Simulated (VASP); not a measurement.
Set up this calculation in VASP 6.6.1, as the native input.

```yaml
Task: single point
Functional: PBE
Potentials_or_basis: VASP PAW PBE potentials, release 64 (Ir)
Cutoff: 520 eV
k_mesh: 1 × 1 × 25
Occupations: gaussian, width 0.05 eV
Spin: collinear spin
Starting_moments: "[1.5, 1.5] μB"
Dipole_correction: no
Further_INCAR_settings: ALGO = Normal; EDIFF = 1e-07; NBANDS = 20
```

The structure of Ir lies in POSCAR:

```
Ir
1.0
   11.2000000000      0.0000000000      0.0000000000
    0.0000000000      9.3000000000      0.0000000000
    0.0000000000      0.0000000000      2.6110699758
Ir
2
Direct
    0.4010291872      0.5000000000      0.0000000000
    0.5989708128      0.5000000000      0.5000000000
```

The input as run:

INCAR

```
SYSTEM = Ir
  PREC = Accurate
  ENCUT = 520
  EDIFF = 1E-7
  ISMEAR = 0
  SIGMA = 0.05
  LREAL = .FALSE.
  LASPH = .TRUE.
  NELM = 150
  ALGO = Normal
  ISIF = 2
  LWAVE = .FALSE.
  LCHARG = .FALSE.
  ISPIN = 2
  MAGMOM = 1.5 1.5
  LORBIT = 11
  LMAXMIX = 4
  GGA = PE
  NBANDS = 20
```

KPOINTS

```
regular mesh
0
G
  1 1 25
  0 0 0
```

Potentials or basis: VASP PAW PBE potentials, release 64 (Ir).

Run with:

```bash
$ cat potpaw_PBE.64/Ir/POTCAR > POTCAR
$ mpirun -np 1 vasp_std > vasp.out
```

Results of the run:

The largest force is 1.420 eV/Å. The net moment is 3.05 μB per cell and the site moments are Ir +1.34 μB. The valence electrons inside the program's atomic spheres are Ir 7.91.

Wall time 2.6 min on 1 thread of AMD EPYC 7R13 Processor (Zen 3) (shared host), peak memory 0.44 GiB.
